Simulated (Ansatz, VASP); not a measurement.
## Hg: VASP beside Ansatz

```
Hg
1.0
     3.10054    0.00000    0.00000
    -1.55027    2.68515    0.00000
     0.00000    0.00000    5.00802
Hg
2
Direct
  0.33333 0.66667 0.25000
  0.66667 0.33333 0.75000
```

Change from the starting cell: volume scaled by 0.88, LAPW.

Alike in both runs: task single point; functional PBEsol; k mesh 15 × 15 × 8; occupations fermi-dirac, width 0.08 eV; no spin polarisation.

|  | VASP | Ansatz |
| --- | --- | --- |
| version | VASP 6.6.1 | Ansatz 0.2.0 |
| potentials or method | VASP PAW PBE potentials, release 64 (Hg), cutoff 520 eV | all-electron LAPW, scalar-relativistic |

Ansatz gave:

| Item | Value |
| --- | --- |
| pressure (GPa) | 6.6 |

Q: Which values does VASP return?

A: Pressure (GPa): 7.3.

VASP's potentials were made for PBE, not for PBEsol. Ansatz ran all-electron here, and VASP with PAW potentials.

Neither program's run includes spin-orbit coupling.
